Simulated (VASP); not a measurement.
Write the native input for VASP 6.6.1 that does the following.

```
Task                   : single point
Functional             : PBE
Dispersion             : D3(BJ)
Potentials or basis    : VASP PAW PBE potentials, release 64 (Te, Pt)
Cutoff                 : 500 eV
k mesh                 : 12 × 12 × 8
Occupations            : gaussian, width 0.1 eV
Spin                   : no spin polarisation
Dipole correction      : no
Further INCAR settings : ALGO = Normal; EDIFF = 1e-06; NBANDS = 18
```

The structure of Te2Pt lies in POSCAR:

```
Te2Pt
1.0
    3.9795745050      0.0000000000      0.0000000000
   -1.9897872525      3.4464126176      0.0000000000
    0.0000000000      0.0000000000      4.8057943863
Te Pt
2 1
Direct
    0.3333333333      0.6666666667      0.2789182430
    0.6666666667      0.3333333333      0.7210817570
    0.0000000000      0.0000000000      0.0000000000
```

This cell differs from its parent crystal: volume scaled by 0.91, then relaxed in part.

These files were run (other wordings do the same):

INCAR

```
ALGO = Normal
EDIFF = 1E-6
ENCUT = 500
GGA = PE
GGA_COMPAT = False
ISIF = 2
ISMEAR = 0
IVDW = 12
LASPH = True
LCHARG = False
LREAL = False
LWAVE = False
NBANDS = 18
NELM = 120
PREC = Accurate
SIGMA = 0.1
```

KPOINTS

```
k-points
0
Gamma
  12 12 8
```

Potentials or basis: VASP PAW PBE potentials, release 64 (Te, Pt).

Command:

```console
$ cat potpaw_PBE.64/Te/POTCAR potpaw_PBE.64/Pt/POTCAR > POTCAR
$ mpirun -np 1 vasp_std > vasp.out
```

It gave:

The pressure is 8.7 GPa and the largest force is 0.009 eV/Å. The band gap on the k mesh is zero (band 11 reaches 11.11 eV, above the bottom of band 12 at 10.12 eV). The dispersion energy per atom is -0.623 eV.

Caveat: spin-orbit coupling is left out, which moves the levels of the heavy elements; pairwise dispersion overbinds metals, which lowers pressure and volume.

Run time: 70 s on 1 thread of AMD EPYC 9R45 96-Core Processor (Zen 5), on a shared host, peak memory 0.26 GiB.
